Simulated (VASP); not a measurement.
# Os (Im-3m) in VASP: a series of runs

Os is run at these levels: PBE; tasks: single point, relaxation of cell and atoms.

All numbers are computed with VASP 6.6.1; they aren't measurements. Logs are shortened: lines on timing, memory, paths and dates and some standing lists are left out, and cuts for length are marked.

### Step 1. The cell of the first run

The structure is cubic, space group Im-3m (No. 229). The conventional cell has a = 2.843 Å, b = 2.843 Å, c = 2.843 Å, α = 90.00°, β = 90.00°, γ = 90.00°. Within 3.3 Å of Os (site symmetry m-3m) lie 14 Os at 2.46 to 2.84 Å.

### Step 2. Single point, PBE

INCAR reads:

```
SYSTEM = Os
ALGO = Normal
EDIFF = 1E-6
ENCUT = 520
GGA = PE
ISIF = 2
ISMEAR = -1
LASPH = .True.
LCHARG = .False.
LREAL = .False.
LWAVE = .False.
NBANDS = 10
NELM = 80
PREC = Accurate
SIGMA = 0.1
```

KPOINTS reads:

```
k-points
0
Gamma
  19 19 19
  0 0 0
```

POSCAR reads:

```
Os
1.0
   -1.4212773532      1.4212773532      1.4212773532
    1.4212773532     -1.4212773532      1.4212773532
    1.4212773532      1.4212773532     -1.4212773532
Os
1
Direct
    0.0000000000      0.0000000000      0.0000000000
```

Potentials or basis: VASP PAW PBE potentials, release 64 (Os).

Run with:

```bash
$ cat potpaw_PBE.64/Os/POTCAR > POTCAR
$ mpirun -np 1 vasp_std > vasp.out
```

OUTCAR:

```text
SYSTEM = Os
   EDIFF = 1E-6
   ENCUT = 520
   GGA = PE
   ISIF = 2
   ISMEAR = -1
   LASPH = .True.
   LREAL = .False.
   NELM = 80
   PREC = Accurate

 ion  position               nearest neighbor table
   1  0.000  0.000  0.000-

  LATTYP: Found a body centered cubic cell.
 ALAT       =     2.8425547064

  Lattice vectors:

 A1 = (  -1.4212773532,   1.4212773532,   1.4212773532)
 A2 = (   1.4212773532,  -1.4212773532,   1.4212773532)
 A3 = (   1.4212773532,   1.4212773532,  -1.4212773532)

Analysis of symmetry for initial positions (statically):
=====================================================================
 Subroutine PRICEL returns:
 Original cell was already a primitive cell.

 Routine SETGRP: Setting up the symmetry group for a
 body centered cubic supercell.

 Subroutine GETGRP returns: Found 48 space group operations
 (whereof 48 operations were pure point group operations)
 out of a pool of 48 trial point group operations.

The static configuration has the point symmetry O_h .

Analysis of symmetry for dynamics (positions and initial velocities):
=====================================================================
 Subroutine PRICEL returns:
 Original cell was already a primitive cell.

 Routine SETGRP: Setting up the symmetry group for a
 body centered cubic supercell.

 Subroutine GETGRP returns: Found 48 space group operations
 (whereof 48 operations were pure point group operations)
 out of a pool of 48 trial point group operations.

The dynamic configuration has the point symmetry O_h .

 Subroutine INISYM returns: Found 48 space group operations
 (whereof 48 operations are pure point group operations),
 and found     1 'primitive' translations

----------------------------------------------------------------------------------------

                                     Primitive cell

  volume of cell :      11.4841

  direct lattice vectors                    reciprocal lattice vectors
    -1.421277353  1.421277353  1.421277353     0.000000000  0.351796220  0.351796220
     1.421277353 -1.421277353  1.421277353     0.351796220  0.000000000  0.351796220
     1.421277353  1.421277353 -1.421277353     0.351796220  0.351796220  0.000000000

  length of vectors
     2.461724587  2.461724587  2.461724587     0.497514985  0.497514985  0.497514985

  position of ions in fractional coordinates (direct lattice)
     0.000000000  0.000000000  0.000000000

  ion indices of the primitive-cell ions
   primitive index   ion index
                 1           1

----------------------------------------------------------------------------------------

 KPOINTS: k-points

Automatic generation of k-mesh.
 Grid dimensions read from file:
 generate k-points for:   19   19   19

 Generating k-lattice:

  Cartesian coordinates                     Fractional coordinates (reciprocal lattice)
     0.000000000  0.018515591  0.018515591     0.052631579  0.000000000  0.000000000
     0.018515591  0.000000000  0.018515591     0.000000000  0.052631579  0.000000000
     0.018515591  0.018515591  0.000000000     0.000000000  0.000000000  0.052631579

  Length of vectors
     0.026184999  0.026184999  0.026184999

  Shift w.r.t. Gamma in fractional coordinates (k-lattice)
     0.000000000  0.000000000  0.000000000

 Subroutine IBZKPT returns following result:
 ===========================================

 Found    220 irreducible k-points:

 Following reciprocal coordinates:
            Coordinates               Weight
  0.000000  0.000000  0.000000      1.000000
  0.052632  0.000000  0.000000     12.000000
  0.105263  0.000000  0.000000     12.000000
  0.157895  0.000000  0.000000     12.000000
  0.210526  0.000000  0.000000     12.000000
  0.263158  0.000000  0.000000     12.000000
[... 16 lines left out ...]
  0.263158  0.105263  0.000000     48.000000
  0.315789  0.105263 -0.000000     48.000000
 [... further k-points ...]
   k-points           NKPTS =    220   k-points in BZ     NKDIM =    220   number of bands    NBANDS=     10
   number of dos      NEDOS =    301   number of ions     NIONS =      1
   total plane-waves  NPLWV =   5832
   dimension x,y,z NGX =    18 NGY =   18 NGZ =   18
   dimension x,y,z NGXF=    36 NGYF=   36 NGZF=   36
   ions per type =               1
   NGX,Y,Z   is equivalent  to a cutoff of  12.16, 12.16, 12.16 a.u.
   NGXF,Y,Z  is equivalent  to a cutoff of  24.31, 24.31, 24.31 a.u.
 SYSTEM =  Os
   PREC   = accura    normal or accurate (medium, high low for compatibility)
   ISTART =      0    job   : 0-new  1-cont  2-samecut
   ICHARG =      2    charge: 1-file 2-atom 10-const
   ISPIN  =      1    spin polarized calculation?
   LNONCOLLINEAR =      F non collinear calculations
   LSORBIT =      F    spin-orbit coupling
   LASPH  =      T    aspherical Exc in radial PAW
   ENCUT  =  520.0 eV  38.22 Ry    6.18 a.u.   4.58  4.58  4.58*2*pi/ulx,y,z
   NELM   =     80;   NELMIN=  2; NELMDL= -5     # of ELM steps
   EDIFF  = 0.1E-05   stopping-criterion for ELM
   LREAL  =      F    real-space projection
   EDIFFG = 0.1E-04   stopping-criterion for IOM
   NSW    =      0    number of steps for IOM
   IBRION =     -1    ionic relax: 0-MD 1-quasi-New 2-CG
   NFREE  =      0    steps in history (QN), initial steepest desc. (CG)
   ISIF   =      2    stress and relaxation
   ISYM   =      2    0-nonsym 1-usesym 2-fastsym
   POTIM  = 0.5000    time-step for ionic-motion
   TEBEG  =    0.0;   TEEND  =   0.0 temperature during run
   PSTRESS=    0.0 pullay stress
   NELECT =       8.0000    total number of electrons
   NUPDOWN=      -1.0000    fix difference up-down
   EMIN   =  10.00;   EMAX   =-10.00  energy-range for DOS
   EFERMI =   0.00;   METHOD = LEGACY
   ISMEAR =    -1;   SIGMA  =   0.10  broadening in eV -4-tet -1-fermi 0-gaus
   EFERMI_NEDOS =   21; number of points for ismear=-14 and -15
   IALGO  =     38    algorithm
   IMIX   =      4    mixing-type and parameters
     AMIX     =   0.40;   BMIX     =  1.00
     AMIX_MAG =   1.60;   BMIX_MAG =  1.00
  volume/ion in A,a.u.               =      11.48        77.50
  Fermi-wavevector in a.u.,A,eV,Ry     =   1.451240  2.742446 28.655208  2.106098
  Thomas-Fermi vector in A             =   2.568760
   LORBIT       =      0    0 simple, 1 ext, 2 COOP (PROOUT), +10 PAW based schemes
   GGA     = PE    functional components
   LHFCALC =     F    Hartree Fock is set to
   AEXX    =    0.0000 exact exchange contribution
   IVDW    =     0    specifies the selected vdW correction
   LEPSILON=     F    determine dielectric tensor
   LRPA    =     F    only Hartree local field effects (RPA)
 non-spin polarized calculation
  energy-cutoff  :      520.00
  volume of cell :       11.48
 maximum number of plane-waves:       321
   NGX =  9   NGY =  9   NGZ =  9

 number of electron       8.0000001 magnetization

 Free energy of the ion-electron system (eV)
  ---------------------------------------------------
  ext. energy  EPLUGINS =         0.00000000
  ---------------------------------------------------
  free energy    TOTEN  =        -9.03535794 eV

  energy without entropy =       -9.00065487  energy(sigma->0) =       -9.01800641

 E-fermi :  13.1599     XC(G=0): -15.2072

 val. band max:       13.1572168309   @ k =   0.3684   0.1579   0.0526
 cond. band min:      13.1656671963   @ k =   0.1579   0.1053   0.1053
 fundamental gap:      0.0084503654
 Fermi energy:        13.1599172335

 k-point     1 :       0.0000    0.0000    0.0000
  band No.  band energies     occupation
      1      -0.0433      2.00000
      2       8.4895      2.00000
      3       8.4895      2.00000
      4       8.4895      2.00000
      5      12.9152      1.84069
      6      12.9152      1.84069
      7      29.3513      0.00000
      8      29.3513      0.00000
      9      29.3513      0.00000
     10      45.0691      0.00000

 k-point     2 :       0.0526    0.0000    0.0000
  band No.  band energies     occupation
      1       0.1319      2.00000
      2       8.3885      2.00000
      3       8.4771      2.00000
      4       8.6610      2.00000
      5      12.7524      1.96658
      6      12.9186      1.83560
      7      29.4986      0.00000
      8      29.6404      0.00000
      9      29.7772      0.00000
     10      43.4855      0.00000

 k-point     3 :       0.1053    0.0000    0.0000
  band No.  band energies     occupation
      1       0.6347      2.00000
      2       8.1068      2.00000
      3       8.4191      2.00000
      4       9.1698      2.00000
      5      12.3875      1.99912
      6      12.9355      1.80831
      7      29.8795      0.00000
      8      30.4852      0.00000
      9      30.8969      0.00000
     10      41.0913      0.00000

 k-point     4 :       0.1579    0.0000    0.0000
  band No.  band energies     occupation
      1       1.3886      2.00000
      2       7.6976      2.00000
      3       8.2879      2.00000
      4       9.9982      2.00000
      5      12.0825      1.99996
      6      12.9819      1.71139
      7      30.2705      0.00000
      8      31.8285      0.00000
      9      32.2336      0.00000
     10      39.1616      0.00000
[... 222 lines left out ...]
 k-point    22 :       0.2105    0.1053   -0.0000
  band No.  band energies     occupation
      1       3.3679      2.00000
      2       6.8252      2.00000
      3       7.7191      2.00000
      4      11.7791      2.00000
      5      13.3082      0.36994
      6      13.6491      0.01491
      7      29.8683      0.00000
      8      31.9088      0.00000
      9      34.7799      0.00000
     10      38.6382      0.00000

 k-point    23 :       0.2632    0.1053    0.0000
  band No.  band energies     occupation
      1       3.6585      2.00000
      2       6.4219      2.00000
      3       8.3382      2.00000
      4      12.1201      1.99994
      5      13.8009      0.00328
      6      14.9569      0.00000
      7      28.4915      0.00000
      8      30.5741      0.00000
      9      36.4152      0.00000
     10      37.0038      0.00000

 k-point    24 :       0.3158    0.1053   -0.0000
  band No.  band energies     occupation
      1       3.5925      2.00000
      2       6.1068      2.00000
      3       9.3734      2.00000
      4      12.5424      1.99585
      5      14.0059      0.00042
      6      16.5885      0.00000
      7      27.2361      0.00000
      8      28.7870      0.00000
      9      35.1472      0.00000
     10      38.5636      0.00000

 [... further k-points ...]
[... 5 lines left out ...]
  --------------------------------------------------------------------------------------
  -------------------------------------------------------------------------------------
  Total       11.9035849     11.9035849     11.9035849      0.0000000     -0.0000000      0.0000000
  in kB     1660.7025731   1660.7025731   1660.7025731      0.0000000     -0.0000000      0.0000000
  external PRESSURE =    1660.7025731 kB  Pullay stress =       0.0000000 kB

 VOLUME and BASIS-vectors are now :
 -----------------------------------------------------------------------------
  energy-cutoff  :      520.00
  volume of cell :       11.48
      direct lattice vectors                 reciprocal lattice vectors
    -1.421277353  1.421277353  1.421277353     0.000000000  0.351796220  0.351796220
     1.421277353 -1.421277353  1.421277353     0.351796220  0.000000000  0.351796220
     1.421277353  1.421277353 -1.421277353     0.351796220  0.351796220  0.000000000

 POSITION                                       TOTAL-FORCE (eV/Angst)
 -----------------------------------------------------------------------------------
      0.00000      0.00000      0.00000         0.000000     -0.000000      0.000000
 -----------------------------------------------------------------------------------
    total drift:                                0.000000     -0.000000      0.000000

  FREE ENERGIE OF THE ION-ELECTRON SYSTEM (eV)
  ---------------------------------------------------
  free  energy   TOTEN  =        -9.0353579432 eV

  energy  without entropy=       -9.0006548704  energy(sigma->0) =       -9.01800641
```

It took 22 s on 1 thread of AMD EPYC 7R43 (Zen 3), shared host; peak memory 0.1 GiB.

Results:

```yaml
Free_energy: -9.0354 eV
Pressure: 166.1 GPa
Band_gap_on_the_k_mesh: zero (band 4 reaches 16.35 eV, above the bottom of band 5 at 9.88 eV)
```

Levels at points of the mesh, in eV from the Fermi level:
| k point | band 2 | band 3 | band 4 | band 5 | band 6 | band 7 |
| --- | --- | --- | --- | --- | --- | --- |
| (0.00, 0.00, 0.00) | -4.67 | -4.67 | -4.67 | -0.24 | -0.24 | 16.19 |

Caveat: spin-orbit coupling is left out, which moves the levels of the heavy elements.

### Step 3. Single point, PBE

INCAR reads:

```
SYSTEM = Os
PREC     = Accurate       ! precision mode
ENCUT    = 520            ! plane-wave cutoff, eV
EDIFF    = 1E-6           ! SCF threshold, eV
ISMEAR   = -1             ! smearing method
SIGMA    = 0.1            ! smearing width, eV
LREAL    = .FALSE.        ! projectors in reciprocal space
LASPH    = .TRUE.         ! aspherical terms in the spheres
NELM     = 80             ! most SCF steps
ALGO     = Normal         ! electronic algorithm
ISIF     = 2              ! what is computed and relaxed
LWAVE    = .FALSE.        ! write WAVECAR
LCHARG   = .FALSE.        ! write CHGCAR
GGA      = PE             ! functional
NBANDS   = 10             ! bands
```

KPOINTS reads:

```
Automatic mesh
0
G
  19 19 19
  0 0 0
```

POSCAR reads:

```
Os
1.0
   -1.4210401443      1.4210401443      1.4210401443
    1.4210401443     -1.4210401443      1.4210401443
    1.4210401443      1.4210401443     -1.4210401443
Os
1
Direct
    0.0000000000      0.0000000000      0.0000000000
```

Potentials or basis: VASP PAW PBE potentials, release 64 (Os).

Run with:

```bash
$ cat potpaw_PBE.64/Os/POTCAR > POTCAR
$ mpirun -np 1 vasp_std > vasp.out
```

Run time: 22 s. Hardware: 1 thread of AMD EPYC 7R43 (Zen 3), shared host; peak memory 0.1 GiB.

The run converged. Its results:

| Quantity | Value |
| --- | --- |
| Free energy | -9.0294 eV |
| Pressure | 166.6 GPa |
| Band gap on the k mesh | zero (band 4 reaches 16.36 eV, above the bottom of band 5 at 9.89 eV) |

Levels at points of the mesh, in eV from the Fermi level:
```
           k point  band 2  band 3  band 4  band 5  band 6  band 7
(0.00, 0.00, 0.00)   -4.67   -4.67   -4.67   -0.25   -0.25   16.19
```

Caveat: spin-orbit coupling is left out, which moves the levels of the heavy elements.

### Step 4. Relaxation of cell and atoms, PBE, target pressure 160 GPa, at which the enthalpy is minimised

This run uses another cell than the first one, of 11.28 Å³/atom, 0.983 times its volume.

INCAR reads:

```
PREC     = Accurate       # precision mode
ENCUT    = 600            # plane-wave cutoff, eV
EDIFF    = 1E-7           # SCF threshold, eV
ISMEAR   = -1             # smearing method
SIGMA    = 0.1            # smearing width, eV
LREAL    = False          # projectors in reciprocal space
LASPH    = True           # aspherical terms in the spheres
NELM     = 60             # most SCF steps
ALGO     = Normal         # electronic algorithm
ISIF     = 3              # what is computed and relaxed
LWAVE    = False          # write WAVECAR
LCHARG   = False          # write CHGCAR
GGA      = PE             # functional
IBRION   = 2              # ionic algorithm
NSW      = 60             # ionic steps
EDIFFG   = -0.005         # ionic threshold
PSTRESS  = 1600.0
```

KPOINTS reads:

```
regular mesh
0
Gamma
  19 19 19
```

POSCAR reads:

```
Os
1.0
   -1.4129828682      1.4129828682      1.4129828682
    1.4129828682     -1.4129828682      1.4129828682
    1.4129828682      1.4129828682     -1.4129828682
Os
1
Direct
    0.0000000000      0.0000000000      0.0000000000
```

Run with:

```bash
$ cat potpaw_PBE.64/Os/POTCAR > POTCAR
$ mpirun -np 1 vasp_std > vasp.out
```

Wall time 99 s (1 thread of AMD EPYC 7R43 (Zen 3), shared host); peak memory 0.12 GiB.

The run converged. Its results:

| Property | Result |
| --- | --- |
| Free energy | -9.1047 eV |
| Relaxed volume | 11.55 Å³/atom |
| Relaxed cell | a = 2.467 Å, b = 2.467 Å, c = 2.467 Å, α = 109.47°, β = 109.47°, γ = 109.47° |
| Space group after relaxing (to 0.05 Å) | Im-3m (No. 229) |
| Energy change on relaxing (the enthalpy is what falls) | -288.8 meV/atom |
| Ionic steps | 12 |
| Pressure after relaxing | 160.0 GPa |
| Band gap on the k mesh | zero (band 4 reaches 16.21 eV, above the bottom of band 5 at 9.80 eV) |

The path:
```
step  energy change (eV)  largest force (eV/Å)  pressure (GPa)  volume (Å³)
   1              0.0000                0.0000          185.12        11.28
   2             -1.5550                0.0000            9.48        14.43
   3             -0.3251                0.0000          156.79        11.59
   4             -0.2898                0.0000          159.92        11.55
   5             -0.2843                0.0000          160.40        11.55
   6             -0.2850                0.0000          160.35        11.55
   7             -0.2870                0.0000          160.17        11.55
   8             -0.2870                0.0000          160.17        11.55
   9             -0.2871                0.0000          160.16        11.55
  10             -0.2874                0.0000          160.14        11.55
  11             -0.2878                0.0000          160.11        11.55
  12             -0.2888                0.0000          160.01        11.55
```

Final structure:
```
Os
1.0
    -1.42410    1.42410    1.42410
     1.42410   -1.42410    1.42410
     1.42410    1.42410   -1.42410
Os
1
Direct
  0.00000 0.00000 0.00000
```

Levels at points of the mesh, in eV from the Fermi level:
```csv
k point,band 2,band 3,band 4,band 5,band 6,band 7
"(0.00, 0.00, 0.00)",-4.63,-4.63,-4.63,-0.24,-0.24,16.19
```

Caveat: the cell is relaxed towards a set pressure, so the enthalpy falls and the energy may rise; spin-orbit coupling is left out, which moves the levels of the heavy elements.

### Step 5. Overview

```tsv
task	cell	cutoff (eV)	gap on the mesh (eV)	pressure (GPa)
single point	a = 2.462 Å, angles 109.5°, 1 atom	520	none	166.1
single point	a = 2.461 Å, angles 109.5°, 1 atom	520	none	166.6
relaxation of cell and atoms	relaxed to 160 GPa from a = 2.447 Å, angles 109.5°, 1 atom	600	none	160.0
```

Alike in all rows: level PBE; potentials or basis VASP PAW PBE potentials, release 64 (Os); no spin polarisation; k mesh 19 × 19 × 19; smearing fermi-dirac 0.1 eV.

Caveats: spin-orbit coupling is left out, which moves the levels of the heavy elements; the cell is relaxed towards a set pressure, so the enthalpy falls and the energy may rise (some runs).

Total energies depend on the potentials used, so only differences within one code and one set of settings carry meaning.
